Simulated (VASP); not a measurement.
# Ba2MnSe2O6 (P1) in VASP: single point with PBE+U

Aim: the single point of Ba2MnSe2O6 with PBE+U.

All numbers are computed with VASP 6.6.1; they aren't measurements. Logs are shortened: lines on timing, memory, paths and dates and some standing lists are left out, and cuts for length are marked.

## 1. The cell of the first run

The typed cell holds 11 atoms: a = 5.503 Å, b = 5.737 Å, c = 7.291 Å, α = 116.85°, β = 113.70°, γ = 61.60°.

## 2. Single point, PBE+U

Contents of INCAR:

```
SYSTEM = Ba2MnSe2O6
  ALGO = Normal
  EDIFF = 1E-7
  ENCUT = 520
  GGA = PE
  ISIF = 2
  ISMEAR = -5
  LASPH = .True.
  LCHARG = .False.
  LDAU = .True.
  LDAUJ = 0 0 0 0
  LDAUL = -1 2 -1 -1
  LDAUPRINT = 1
  LDAUTYPE = 2
  LDAUU = 0 2.98 0 0
  LMAXMIX = 4
  LREAL = .False.
  LWAVE = .False.
  NBANDS = 52
  NELM = 150
  PREC = Accurate
  SIGMA = 0.1
```

Contents of KPOINTS:

```
k-points
0
Gamma
  4 4 3
  0 0 0
```

Contents of POSCAR:

```
Ba2MnSe2O6
1.0
    2.7634400000      4.7577650000     -0.0827630000
   -2.9918150000      4.8896170000     -0.2294440000
    0.2386710000     -3.4155430000      6.4371250000
Ba Mn Se O
2 1 2 6
Direct
    0.1826890000      0.1983980000      0.5642480000
    0.7932240000      0.7820330000      0.4102920000
    0.9915310000      0.0223940000      0.9940820000
    0.6392500000      0.6270260000      0.8767250000
    0.3615440000      0.3590540000      0.0995910000
    0.7578530000      0.3005170000      0.7653890000
    0.7276080000      0.7530860000      0.7651030000
    0.2723390000      0.7695600000      0.7845200000
    0.2891350000      0.6991860000      0.2393630000
    0.7362230000      0.2397030000      0.2250020000
    0.2686520000      0.2174370000      0.2361250000
```

Potentials or basis: VASP PAW PBE potentials, release 64 (Ba_sv, Mn_pv, Se, O).

The run is started by

```bash
> cat potpaw_PBE.64/Ba_sv/POTCAR potpaw_PBE.64/Mn_pv/POTCAR potpaw_PBE.64/Se/POTCAR potpaw_PBE.64/O/POTCAR > POTCAR
> mpirun -np 1 vasp_std > vasp.out
```

OUTCAR:

```text
SYSTEM = Ba2MnSe2O6
   EDIFF = 1E-7
   ENCUT = 520
   GGA = PE
   ISIF = 2
   ISMEAR = -5
   LASPH = .True.
   LREAL = .False.
   NELM = 150
   PREC = Accurate

 ion  position               nearest neighbor table
   1  0.183  0.198  0.564-  11 2.67  10 2.70   9 2.75   6 2.94   7 3.11   8 3.12   6 3.13   7 3.20
                             8 3.26   2 3.35   5 3.40   2 3.42   2 3.47   3 3.62   4 3.69   4 3.71
   2  0.793  0.782  0.410-   9 2.72   7 2.84  10 2.90   6 2.91   8 2.94  11 3.04  11 3.14   9 3.19
                            10 3.30   1 3.35   4 3.40   1 3.42   1 3.47   5 3.59   3 3.69   3 3.95
   3  0.992  0.022  0.994-  11 2.09   8 2.14  10 2.17   7 2.27   6 2.39   1 3.62   2 3.69   2 3.95

   4  0.639  0.627  0.877-   6 1.58   7 1.61   8 1.74   2 3.40   1 3.69   1 3.71
   5  0.362  0.359  0.100-   9 1.67  10 1.81  11 1.86   1 3.40   2 3.59
   6  0.758  0.301  0.765-   4 1.58   3 2.39   2 2.91   1 2.94   1 3.13
   7  0.728  0.753  0.765-   4 1.61   3 2.27   2 2.84   1 3.11   1 3.20
   8  0.272  0.770  0.785-   4 1.74   3 2.14   2 2.94   1 3.12   1 3.26
   9  0.289  0.699  0.239-   5 1.67   2 2.72   1 2.75   2 3.19
  10  0.736  0.240  0.225-   5 1.81   3 2.17   1 2.70   2 2.90   2 3.30
  11  0.269  0.217  0.236-   5 1.86   3 2.09   1 2.67   2 3.04   2 3.14

  LATTYP: Found a triclinic cell.
 ALAT       =     5.5027064380
 B/A-ratio  =     1.5879240376
 C/A-ratio  =     1.0465093162
 COS(alpha) =     0.0027024941
 COS(beta)  =     0.4817220274
 COS(gamma) =     0.6066962442

  Lattice vectors:

 A1 = (   2.7634400000,   4.7577650000,  -0.0827630000)
 A2 = (   0.0102960000,   6.2318390000,   6.1249180000)
 A3 = (   5.7552550000,  -0.1318520000,   0.1466810000)

Analysis of symmetry for initial positions (statically):
=====================================================================
 Subroutine PRICEL returns:
 Original cell was already a primitive cell.

 Routine SETGRP: Setting up the symmetry group for a
 triclinic supercell.

 Subroutine GETGRP returns: Found  1 space group operations
 (whereof  1 operations were pure point group operations)
 out of a pool of  2 trial point group operations.

The static configuration has the point symmetry C_1 .
[... 200 lines left out ...]
  o =  0.0895  v = -0.2840  0.7088  0.0402  0.4368 -0.4739  0.0000  0.0000  0.0000  0.0000  0.0000      0.0000  0.0000  0.0000  0.0000  0.0000  0.0000  0.0000  0.0000  0.0000  0.0000
  o =  0.0895  v =  0.0000  0.0000  0.0000  0.0000  0.0000 -0.2840  0.7088  0.0402  0.4368 -0.4739      0.0000  0.0000  0.0000  0.0000  0.0000  0.0000  0.0000  0.0000  0.0000  0.0000
  o =  0.8110  v =  0.0000  0.0000  0.0000  0.0000  0.0000 -0.0931 -0.1067  0.9856 -0.0570 -0.0728      0.0000  0.0000  0.0000  0.0000  0.0000  0.0000  0.0000  0.0000  0.0000  0.0000
  o =  0.8110  v = -0.0931 -0.1067  0.9856 -0.0570 -0.0728  0.0000  0.0000  0.0000  0.0000  0.0000      0.0000  0.0000  0.0000  0.0000  0.0000  0.0000  0.0000  0.0000  0.0000  0.0000
  o =  0.8404  v =  0.0000  0.0000  0.0000  0.0000  0.0000  0.4671  0.4096  0.1593  0.3597  0.6777      0.0000  0.0000  0.0000  0.0000  0.0000  0.0000  0.0000  0.0000  0.0000  0.0000
  o =  0.8404  v =  0.4671  0.4096  0.1593  0.3597  0.6777  0.0000  0.0000  0.0000  0.0000  0.0000      0.0000  0.0000  0.0000  0.0000  0.0000  0.0000  0.0000  0.0000  0.0000  0.0000
  o =  0.8670  v =  0.0000  0.0000  0.0000  0.0000  0.0000  0.6461 -0.3556  0.0140  0.4710 -0.4838      0.0000  0.0000  0.0000  0.0000  0.0000  0.0000  0.0000  0.0000  0.0000  0.0000
  o =  0.8670  v =  0.6461 -0.3556  0.0140  0.4710 -0.4838  0.0000  0.0000  0.0000  0.0000  0.0000      0.0000  0.0000  0.0000  0.0000  0.0000  0.0000  0.0000  0.0000  0.0000  0.0000

 number of electron      80.9999993 magnetization

 Free energy of the ion-electron system (eV)
  ---------------------------------------------------
  ext. energy  EPLUGINS =         0.00000000
  ---------------------------------------------------
  free energy    TOTEN  =       -58.25188981 eV

  energy without entropy =      -58.25188981  energy(sigma->0) =      -58.25188981

 E-fermi :   6.1184     XC(G=0): -10.0997

 val. band max:        6.1135551633   @ k =   0.5000  -0.0000   0.0000
 cond. band min:       6.0965914130   @ k =   0.2500   0.5000  -0.0000
 fundamental gap:     -0.0169637503
 Fermi energy:         6.1184285851

 k-point     1 :       0.0000    0.0000    0.0000
  band No.  band energies     occupation
      1     -40.8657      2.00000
      2     -40.6257      2.00000
      3     -40.6117      2.00000
      4     -23.8420      2.00000
      5     -23.4029      2.00000
      6     -18.8328      2.00000
[... 1309 lines left out ...]
     51       9.1608      0.00000
     52       9.4813      0.00000

 [... further k-points ...]

------------------------ aborting loop because EDIFF is reached ----------------------------------------

  FORCE on cell =-STRESS in cart. coord.  units (eV):
  Direction    XX          YY          ZZ          XY          YZ          ZX
  --------------------------------------------------------------------------------------
  -------------------------------------------------------------------------------------
  Total       11.4574482     12.9027367      2.6579647     -2.7679374      1.4698181     -4.6977529
  in kB      104.6377806    117.8372104     24.2744743    -25.2788250     13.4234522    -42.9033084
  external PRESSURE =      82.2498218 kB  Pullay stress =       0.0000000 kB

 VOLUME and BASIS-vectors are now :
 -----------------------------------------------------------------------------
  energy-cutoff  :      520.00
  volume of cell :      175.43
      direct lattice vectors                 reciprocal lattice vectors
     2.763440000  4.757765000 -0.082763000     0.174947095  0.109466202  0.051596283
    -2.991815000  4.889617000 -0.229444000    -0.172964836  0.101511211  0.060274982
     0.238671000 -3.415543000  6.437125000    -0.003915816  0.005025674  0.158160669

 POSITION                                       TOTAL-FORCE (eV/Angst)
 -----------------------------------------------------------------------------------
      0.04595     -0.08793      3.57149        -0.009079     -0.062841      0.892292
     -0.04975      6.19645      2.39602         0.284205      0.413303     -0.957427
      2.91030      1.43164      6.31183        -0.065883     -0.370095      0.236424
      0.09983      3.11283      5.44681        -4.216775     -0.408413      6.671577
     -0.05135      3.13562      0.52877         1.116505     -1.445240     -1.552584
      1.37787      2.46088      4.79523         5.313832     -3.332298     -3.990036
     -0.05979      4.53085      4.69205        -0.151564      4.636784     -2.950329
     -1.36255      2.37902      4.85094        -0.845427     -1.097561     -1.404217
     -1.23570      3.97683      1.35646        -2.472355      1.484447      1.661039
      1.37106      3.90633      1.33244         0.750606      0.189961      0.755940
      0.14823      1.53487      1.44784         0.295935     -0.008046      0.637320
 -----------------------------------------------------------------------------------
    total drift:                               -0.000061     -0.000018     -0.001024

  FREE ENERGIE OF THE ION-ELECTRON SYSTEM (eV)
  ---------------------------------------------------
  free  energy   TOTEN  =       -58.2518898110 eV

  energy  without entropy=      -58.2518898110  energy(sigma->0) =      -58.25188981
```

stdout:

```text
POSCAR found type information on POSCAR BaMnSeO
 POSCAR found :  4 types and      11 ions
 scaLAPACK will be used
 LDA part: xc-table for (Slater+PW92), standard interpolation
 POSCAR, INCAR and KPOINTS ok, starting setup
 FFT: planning ... GRIDC
 FFT: planning ... GRID_SOFT
 FFT: planning ... GRID
 WAVECAR not read
 entering main loop
 -----------------------------------------------------------------------------
|                                                                             |
|           W    W    AA    RRRRR   N    N  II  N    N   GGGG   !!!           |
|           W    W   A  A   R    R  NN   N  II  NN   N  G    G  !!!           |
|           W    W  A    A  R    R  N N  N  II  N N  N  G       !!!           |
|           W WW W  AAAAAA  RRRRR   N  N N  II  N  N N  G  GGG   !            |
|           WW  WW  A    A  R   R   N   NN  II  N   NN  G    G                |
|           W    W  A    A  R    R  N    N  II  N    N   GGGG   !!!           |
|                                                                             |
|     Tetrahedron method does not include variations of the Fermi             |
|     occupations, so forces and stress will be inaccurate. We suggest        |
|     using a different smearing scheme ISMEAR = 1 or 2 for metals in         |
|     relaxations.                                                            |
|                                                                             |
 -----------------------------------------------------------------------------
```

It took 11 min on 1 thread of AMD EPYC 7R13 (Zen 3), shared host; peak memory 0.43 GiB.

Results:

| Item | Value |
| --- | --- |
| Free energy | -58.2519 eV |
| Pressure | 8.2 GPa |
| Largest force | 7.903 eV/Å |

Forces on the atoms (eV/Å):
```
Ba  -0.009 -0.063  0.892
Ba   0.284  0.413 -0.957
Mn  -0.066 -0.370  0.236
Se  -4.217 -0.408  6.672
Se   1.117 -1.445 -1.553
O    5.314 -3.332 -3.990
O   -0.152  4.637 -2.950
O   -0.845 -1.098 -1.404
O   -2.472  1.484  1.661
O    0.751  0.190  0.756
O    0.296 -0.008  0.637
```

Stress tensor (GPa, compression positive):
```
10.46 -2.53 -4.29
-2.53 11.78  1.34
-4.29  1.34  2.43
```

Levels at points of the mesh, in eV from the Fermi level:
| k point | band 36 | band 37 | band 38 | band 39 | band 40 | band 41 | band 42 | band 43 | band 44 | band 45 |
| --- | --- | --- | --- | --- | --- | --- | --- | --- | --- | --- |
| (0.00, 0.00, 0.00) | -4.39 | -3.94 | -0.95 | -0.60 | -0.39 | -0.06 | 0.45 | 0.59 | 1.02 | 1.26 |
| (0.50, 0.00, 0.00) | -4.53 | -4.33 | -0.66 | -0.53 | -0.29 | 0.00 | 0.49 | 0.68 | 1.33 | 1.68 |
| (0.00, 0.50, 0.00) | -4.43 | -4.10 | -0.69 | -0.53 | -0.44 | 0.05 | 0.33 | 1.01 | 1.38 | 1.63 |
| (0.50, 0.50, 0.00) | -4.47 | -4.21 | -0.69 | -0.57 | -0.26 | 0.18 | 0.59 | 1.05 | 1.21 | 1.34 |

Eigenvalues of the final occupation matrices:
| site | spin | trace | eigenvalues |
| --- | --- | --- | --- |
| site 3 d | 1 | 2.65 | 0.05 0.09 0.81 0.84 0.87 |
| site 3 d | 2 | 2.65 | 0.05 0.09 0.81 0.84 0.87 |

Caveat: spin-orbit coupling is left out, which moves the levels of the heavy elements; an odd number of electrons without spin polarisation forces a metal; a magnetic or distorted state may lie lower; the run has no spin polarisation, though such a crystal can be magnetic; U without spin polarisation on a metal has little footing; tetrahedron occupations give inexact forces and stress in metals. Spin polarisation is off, so any magnetic state and its effect on volume and gap are missing.
